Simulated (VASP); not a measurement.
The system is Ir.

```
CELL_PARAMETERS angstrom
0.00000 1.91560 1.91560
1.91560 0.00000 1.91560
1.91560 1.91560 0.00000
ATOMIC_POSITIONS crystal
Ir 0.00000 0.00000 0.00000
```

```yaml
Program: VASP 6.6.1
Task: relaxation of cell and atoms
Functional: revPBE
Potentials_or_basis: VASP PAW PBE potentials, release 64 (Ir)
Cutoff: 600 eV
k_mesh: 12 × 12 × 12
Occupations: fermi-dirac, width 0.05 eV
Spin: no spin polarisation
```

At the start: pressure 14.9 GPa; volume 14.06 Å³/atom.

Where does the relaxation end?

Over 4 steps the energy falls by 25.2 meV/atom and the volume is 14.63 Å³/atom (+4.1 %); space group Fm-3m (No. 225, to 0.05 Å).

Step by step:
```csv
step,energy change (eV),largest force (eV/Å),pressure (GPa),volume (Å³)
1,0.0000,0.0000,14.85,14.06
2,0.2475,0.0000,-33.31,16.88
3,-0.0251,0.0000,-0.86,14.67
4,-0.0252,0.0000,-0.08,14.63
```

Final structure:
```yaml
crystal:
  lattice:
    - [0.00000, 1.94121, 1.94121]
    - [1.94121, 0.00000, 1.94121]
    - [1.94121, 1.94121, 0.00000]
  atoms:
    - { symbol: Ir, position: [0.00000, 0.00000, 0.00000] }
```

Caveat: the PAW data sets were made with another functional, which shifts forces and pressure a little.
